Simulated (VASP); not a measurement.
# K (P6_3/mmc) in VASP: further runs

K is run at these levels: LDA; tasks: single point.

All numbers are computed with VASP 6.6.1; they aren't measurements. Logs are shortened: lines on timing, memory, paths and dates and some standing lists are left out, and cuts for length are marked.

## (1) The cell of the first run

Symmetry: P6_3/mmc, No. 194, hexagonal system. The conventional cell has a = 4.510 Å, b = 4.510 Å, c = 7.343 Å, α = 90.00°, β = 90.00°, γ = 120.00°.

## (2) Single point, LDA

INCAR reads:

```
ALGO = Normal
EDIFF = 1E-6
ENCUT = 520
ISIF = 2
ISMEAR = -1
LASPH = True
LCHARG = False
LREAL = False
LWAVE = False
NBANDS = 16
NELM = 80
PREC = Accurate
SIGMA = 0.1
```

KPOINTS reads:

```
k-points
0
Gamma
  8 8 4
```

POSCAR reads:

```
K
1.0
    4.5097235529      0.0000000000      0.0000000000
   -2.2548617764      3.9055351608      0.0000000000
    0.0000000000      0.0000000000      7.3432115612
K
2
Direct
    0.3333333333      0.6666666667      0.2500000000
    0.6666666667      0.3333333333      0.7500000000
```

Potentials or basis: VASP PAW LDA potentials, release 64 (K_sv).

Run with:

```bash
$ cat potpaw_LDA.64/K_sv/POTCAR > POTCAR
$ mpirun -np 1 vasp_std > vasp.out
```

OUTCAR:

```text
EDIFF = 1E-6
   ENCUT = 520
   ISIF = 2
   ISMEAR = -1
   LASPH = True
   LREAL = False
   NELM = 80
   PREC = Accurate

 ion  position               nearest neighbor table
   1  0.333  0.667  0.250-
   2  0.667  0.333  0.750-

  LATTYP: Found a hexagonal cell.
 ALAT       =     4.5097235529
 C/A-ratio  =     1.6283063640

  Lattice vectors:

 A1 = (   4.5097235529,   0.0000000000,   0.0000000000)
 A2 = (  -2.2548617764,   3.9055351608,   0.0000000000)
 A3 = (   0.0000000000,   0.0000000000,   7.3432115612)

Analysis of symmetry for initial positions (statically):
=====================================================================
 Subroutine PRICEL returns:
 Original cell was already a primitive cell.

 Routine SETGRP: Setting up the symmetry group for a
 hexagonal supercell.

 Subroutine GETGRP returns: Found 24 space group operations
 (whereof 12 operations were pure point group operations)
 out of a pool of 24 trial point group operations.

The static configuration has the point symmetry D_3d.
 The point group associated with its full space group is D_6h.

Analysis of symmetry for dynamics (positions and initial velocities):
=====================================================================
 Subroutine PRICEL returns:
 Original cell was already a primitive cell.

 Routine SETGRP: Setting up the symmetry group for a
 hexagonal supercell.

 Subroutine GETGRP returns: Found 24 space group operations
 (whereof 12 operations were pure point group operations)
 out of a pool of 24 trial point group operations.

The dynamic configuration has the point symmetry D_3d.
 The point group associated with its full space group is D_6h.

 Subroutine INISYM returns: Found 24 space group operations
 (whereof 12 operations are pure point group operations),
 and found     1 'primitive' translations

----------------------------------------------------------------------------------------

                                     Primitive cell

  volume of cell :     129.3351

  direct lattice vectors                    reciprocal lattice vectors
     4.509723553  0.000000000  0.000000000     0.221743082  0.128023428  0.000000000
    -2.254861776  3.905535161  0.000000000     0.000000000  0.256046856  0.000000000
     0.000000000  0.000000000  7.343211561     0.000000000  0.000000000  0.136180197

  length of vectors
     4.509723553  4.509723553  7.343211561     0.256046856  0.256046856  0.136180197

  position of ions in fractional coordinates (direct lattice)
     0.333333333  0.666666667  0.250000000
     0.666666667  0.333333333  0.750000000

  ion indices of the primitive-cell ions
   primitive index   ion index
                 1           1
                 2           2

----------------------------------------------------------------------------------------

 KPOINTS: k-points

Automatic generation of k-mesh.
 Grid dimensions read from file:
 generate k-points for:    8    8    4

 Generating k-lattice:

  Cartesian coordinates                     Fractional coordinates (reciprocal lattice)
     0.027717885  0.016002929  0.000000000     0.125000000  0.000000000  0.000000000
     0.000000000  0.032005857  0.000000000     0.000000000  0.125000000  0.000000000
     0.000000000  0.000000000  0.034045049     0.000000000  0.000000000  0.250000000

  Length of vectors
     0.032005857  0.032005857  0.034045049

  Shift w.r.t. Gamma in fractional coordinates (k-lattice)
     0.000000000  0.000000000  0.000000000

 Subroutine IBZKPT returns following result:
 ===========================================

 Found     30 irreducible k-points:

 Following reciprocal coordinates:
            Coordinates               Weight
  0.000000  0.000000  0.000000      1.000000
  0.125000 -0.000000  0.000000      6.000000
  0.250000 -0.000000  0.000000      6.000000
  0.375000 -0.000000  0.000000      6.000000
  0.500000 -0.000000  0.000000      3.000000
  0.125000  0.125000  0.000000      6.000000
[... 16 lines left out ...]
  0.250000 -0.000000  0.500000      6.000000
  0.375000 -0.000000  0.500000      6.000000
 [... further k-points ...]
   k-points           NKPTS =     30   k-points in BZ     NKDIM =     30   number of bands    NBANDS=     16
   number of dos      NEDOS =    301   number of ions     NIONS =      2
   total plane-waves  NPLWV =  72576
   dimension x,y,z NGX =    36 NGY =   36 NGZ =   56
   dimension x,y,z NGXF=    72 NGYF=   72 NGZF=  112
   ions per type =               2
   NGX,Y,Z   is equivalent  to a cutoff of  13.27, 13.27, 12.68 a.u.
   NGXF,Y,Z  is equivalent  to a cutoff of  26.54, 26.54, 25.36 a.u.
 SYSTEM =  unknown system
   PREC   = accura    normal or accurate (medium, high low for compatibility)
   ISTART =      0    job   : 0-new  1-cont  2-samecut
   ICHARG =      2    charge: 1-file 2-atom 10-const
   ISPIN  =      1    spin polarized calculation?
   LNONCOLLINEAR =      F non collinear calculations
   LSORBIT =      F    spin-orbit coupling
   LASPH  =      T    aspherical Exc in radial PAW
   ENCUT  =  520.0 eV  38.22 Ry    6.18 a.u.   8.39  8.39 13.65*2*pi/ulx,y,z
   NELM   =     80;   NELMIN=  2; NELMDL= -5     # of ELM steps
   EDIFF  = 0.1E-05   stopping-criterion for ELM
   LREAL  =      F    real-space projection
   EDIFFG = 0.1E-04   stopping-criterion for IOM
   NSW    =      0    number of steps for IOM
   IBRION =     -1    ionic relax: 0-MD 1-quasi-New 2-CG
   NFREE  =      0    steps in history (QN), initial steepest desc. (CG)
   ISIF   =      2    stress and relaxation
   ISYM   =      2    0-nonsym 1-usesym 2-fastsym
   POTIM  = 0.5000    time-step for ionic-motion
   TEBEG  =    0.0;   TEEND  =   0.0 temperature during run
   PSTRESS=    0.0 pullay stress
   NELECT =      18.0000    total number of electrons
   NUPDOWN=      -1.0000    fix difference up-down
   EMIN   =  10.00;   EMAX   =-10.00  energy-range for DOS
   EFERMI =   0.00;   METHOD = LEGACY
   ISMEAR =    -1;   SIGMA  =   0.10  broadening in eV -4-tet -1-fermi 0-gaus
   EFERMI_NEDOS =   21; number of points for ismear=-14 and -15
   IALGO  =     38    algorithm
   IMIX   =      4    mixing-type and parameters
     AMIX     =   0.40;   BMIX     =  1.00
     AMIX_MAG =   1.60;   BMIX_MAG =  1.00
  volume/ion in A,a.u.               =      64.67       436.40
  Fermi-wavevector in a.u.,A,eV,Ry     =   0.848386  1.603217  9.792913  0.719759
  Thomas-Fermi vector in A             =   1.964041
   LORBIT       =      0    0 simple, 1 ext, 2 COOP (PROOUT), +10 PAW based schemes
   GGA     = CA    functional components
   LHFCALC =     F    Hartree Fock is set to
   AEXX    =    0.0000 exact exchange contribution
   IVDW    =     0    specifies the selected vdW correction
   LEPSILON=     F    determine dielectric tensor
   LRPA    =     F    only Hartree local field effects (RPA)
 non-spin polarized calculation
  energy-cutoff  :      520.00
  volume of cell :      129.34
 maximum number of plane-waves:      3544
 NGX is ok and might be reduce to    36
   NGX = 17   NGY = 17   NGZ = 27

 number of electron      18.0000001 magnetization

 Free energy of the ion-electron system (eV)
  ---------------------------------------------------
  ext. energy  EPLUGINS =         0.00000000
  ---------------------------------------------------
  free energy    TOTEN  =        -2.35713689 eV

  energy without entropy =       -2.30962433  energy(sigma->0) =       -2.33338061

 E-fermi :  -0.0499     XC(G=0):  -6.2098

 val. band max:       -0.0696826983   @ k =   0.2500  -0.0000   0.2500
 cond. band min:       0.0774284551   @ k =   0.5000  -0.0000   0.0000
 fundamental gap:      0.1471111534
 Fermi energy:        -0.0498938009

 k-point     1 :       0.0000    0.0000    0.0000
  band No.  band energies     occupation
      1     -31.7579      2.00000
      2     -31.7504      2.00000
      3     -15.5368      2.00000
      4     -15.4424      2.00000
      5     -15.4424      2.00000
      6     -15.4274      2.00000
[... 8 lines left out ...]
     15       4.4838      0.00000
     16       4.4838      0.00000

 k-point     2 :       0.1250   -0.0000    0.0000
  band No.  band energies     occupation
      1     -31.7570      2.00000
      2     -31.7500      2.00000
      3     -15.5314      2.00000
      4     -15.4544      2.00000
      5     -15.4462      2.00000
      6     -15.4398      2.00000
[... 8 lines left out ...]
     15       4.4525      0.00000
     16       4.5414      0.00000

 k-point     3 :       0.2500   -0.0000    0.0000
  band No.  band energies     occupation
      1     -31.7546      2.00000
      2     -31.7490      2.00000
      3     -15.5168      2.00000
      4     -15.4838      2.00000
      5     -15.4689      2.00000
      6     -15.4551      2.00000
[... 8 lines left out ...]
     15       4.3506      0.00000
     16       4.5183      0.00000

 k-point     4 :       0.3750   -0.0000    0.0000
  band No.  band energies     occupation
      1     -31.7519      2.00000
      2     -31.7482      2.00000
      3     -15.5135      2.00000
      4     -15.4985      2.00000
      5     -15.4970      2.00000
      6     -15.4636      2.00000
[... 8 lines left out ...]
     15       4.0697      0.00000
     16       5.0055      0.00000
[... 324 lines left out ...]
 k-point    22 :       0.1250   -0.0000    0.5000
  band No.  band energies     occupation
      1     -31.7535      2.00000
      2     -31.7535      2.00000
      3     -15.4845      2.00000
      4     -15.4845      2.00000
      5     -15.4432      2.00000
      6     -15.4432      2.00000
[... 8 lines left out ...]
     15       4.1840      0.00000
     16       4.1840      0.00000

 k-point    23 :       0.2500   -0.0000    0.5000
  band No.  band energies     occupation
      1     -31.7518      2.00000
      2     -31.7518      2.00000
      3     -15.4981      2.00000
      4     -15.4981      2.00000
      5     -15.4544      2.00000
      6     -15.4544      2.00000
[... 8 lines left out ...]
     15       4.3602      0.00000
     16       4.3602      0.00000

 k-point    24 :       0.3750   -0.0000    0.5000
  band No.  band energies     occupation
      1     -31.7500      2.00000
      2     -31.7500      2.00000
      3     -15.5211      2.00000
      4     -15.5211      2.00000
      5     -15.4560      2.00000
      6     -15.4560      2.00000
[... 8 lines left out ...]
     15       4.4385      0.00000
     16       4.4385      0.00000

 [... further k-points ...]
[... 5 lines left out ...]
  --------------------------------------------------------------------------------------
  -------------------------------------------------------------------------------------
  Total       -0.0191980     -0.0191980     -0.0207961     -0.0000000      0.0000000      0.0000000
  in kB       -0.2378212     -0.2378212     -0.2576173     -0.0000000      0.0000000      0.0000000
  external PRESSURE =      -0.2444199 kB  Pullay stress =       0.0000000 kB

 VOLUME and BASIS-vectors are now :
 -----------------------------------------------------------------------------
  energy-cutoff  :      520.00
  volume of cell :      129.34
      direct lattice vectors                 reciprocal lattice vectors
     4.509723553  0.000000000  0.000000000     0.221743082  0.128023428  0.000000000
    -2.254861776  3.905535161  0.000000000     0.000000000  0.256046856  0.000000000
     0.000000000  0.000000000  7.343211561     0.000000000  0.000000000  0.136180197

 POSITION                                       TOTAL-FORCE (eV/Angst)
 -----------------------------------------------------------------------------------
     -0.00000      2.60369      1.83580         0.000000     -0.000000      0.000000
      2.25486      1.30185      5.50741        -0.000000      0.000000      0.000000
 -----------------------------------------------------------------------------------
    total drift:                               -0.000000      0.000000     -0.000000

  FREE ENERGIE OF THE ION-ELECTRON SYSTEM (eV)
  ---------------------------------------------------
  free  energy   TOTEN  =        -2.3571368853 eV

  energy  without entropy=       -2.3096243279  energy(sigma->0) =       -2.33338061
```

Wall time 41 s (1 thread of Intel Xeon Platinum 8259CL at 2.50GHz (Skylake/Cascade Lake), shared host); peak memory 0.22 GiB.

Results:

```yaml
Free_energy: -2.3571 eV
Pressure: 0.0 GPa
Band_gap_on_the_k_mesh: zero (band 9 reaches 1.03 eV, above the bottom of band 10 at -1.58 eV)
```

## (3) Single point, LDA (volume scaled by 0.88)

INCAR reads:

```
ALGO     = Normal         # electronic algorithm
EDIFF    = 1E-6           # SCF threshold, eV
ENCUT    = 520            # plane-wave cutoff, eV
ISIF     = 2              # what is computed and relaxed
ISMEAR   = -1             # smearing method
LASPH    = T              # aspherical terms in the spheres
LCHARG   = F              # write CHGCAR
LREAL    = F              # projectors in reciprocal space
LWAVE    = F              # write WAVECAR
NBANDS   = 16             # bands
NELM     = 80             # most SCF steps
PREC     = Accurate       # precision mode
SIGMA    = 0.1            # smearing width, eV
```

KPOINTS reads:

```
k-points
0
Gamma
  9 9 5
```

POSCAR reads:

```
K
1.0
    4.3215957962      0.0000000000      0.0000000000
   -2.1607978981      3.7426117444      0.0000000000
    0.0000000000      0.0000000000      7.0368819378
K
2
Direct
    0.3333333333      0.6666666667      0.2500000000
    0.6666666667      0.3333333333      0.7500000000
```

Potentials or basis: VASP PAW LDA potentials, release 64 (K_sv).

Run with:

```bash
$ cat potpaw_LDA.64/K_sv/POTCAR > POTCAR
$ mpirun -np 1 vasp_std > vasp.out
```

It took 34 s on 1 thread of Intel Xeon Platinum 8259CL at 2.50GHz (Skylake/Cascade Lake), shared host; peak memory 0.21 GiB.

It converged, with:

- Free energy: -2.3275 eV
- Pressure: 0.7 GPa
- Band gap on the k mesh: zero (band 9 reaches 1.42 eV, above the bottom of band 10 at -1.00 eV)

Stress tensor (GPa, compression positive):
```
0.63 0.00 0.00
0.00 0.63 0.00
0.00 0.00 0.76
```

Levels at points of the mesh, in eV from the Fermi level:
```csv
k point,band 7,band 8,band 9,band 10,band 11,band 12
"(0.00, 0.00, 0.00)",-15.35,-15.35,-2.57,0.24,0.74,4.16
```

## (4) Single point, LDA (volume scaled by 0.92)

INCAR reads:

```
SYSTEM = K
PREC = Accurate
ENCUT = 520
EDIFF = 1E-6
ISMEAR = -1
SIGMA = 0.1
LREAL = .FALSE.
LASPH = .TRUE.
NELM = 100
ALGO = Normal
ISIF = 2
LWAVE = .FALSE.
LCHARG = .FALSE.
GGA = CA
NBANDS = 16
```

KPOINTS reads:

```
Automatic mesh
0
G
  9 9 5
  0 0 0
```

POSCAR reads:

```
K
1.0
    4.3861067369      0.0000000000      0.0000000000
   -2.1930533684      3.7984798578      0.0000000000
    0.0000000000      0.0000000000      7.1419255130
K
2
Direct
    0.3333333333      0.6666666667      0.2500000000
    0.6666666667      0.3333333333      0.7500000000
```

Run with:

```bash
$ cat potpaw_LDA.64/K_sv/POTCAR > POTCAR
$ mpirun -np 1 vasp_std > vasp.out
```

Run time: 43 s. Hardware: 1 thread of Intel Xeon Platinum 8259CL at 2.50GHz (Skylake/Cascade Lake), shared host; peak memory 0.22 GiB.

The run converged. Its results:

* Free energy: -2.3452 eV
* Pressure: 0.4 GPa
* Band gap on the k mesh: zero (band 9 reaches 1.29 eV, above the bottom of band 10 at -1.09 eV)

Stress tensor (GPa, compression positive):
```
0.35 0.00 0.00
0.00 0.35 0.00
0.00 0.00 0.47
```

Levels at points of the mesh, in eV from the Fermi level:
```tsv
k point	band 5	band 6	band 7	band 8	band 9	band 10	band 11	band 12	band 13	band 14
(0.00, 0.00, 0.00)	-15.39	-15.37	-15.37	-15.37	-2.50	0.25	0.71	4.13	4.13	4.22
```

## (5) The runs side by side

```csv
cell,k mesh,gap on the mesh (eV),pressure (GPa)
"a = 4.510, b = 4.510, c = 7.343 Å, angles 90.0, 90.0, 120.0°, 2 atoms",8 × 8 × 4,none,0.0
"a = 4.322, b = 4.322, c = 7.037 Å, angles 90.0, 90.0, 120.0°, 2 atoms",9 × 9 × 5,none,0.7
"a = 4.386, b = 4.386, c = 7.142 Å, angles 90.0, 90.0, 120.0°, 2 atoms",9 × 9 × 5,none,0.4
```

Alike in all rows: task single point; level LDA; potentials or basis VASP PAW LDA potentials, release 64 (K_sv); no spin polarisation; cutoff (eV) 520; smearing fermi-dirac 0.1 eV.

Absolute energies hang on the potentials; compare differences alone.
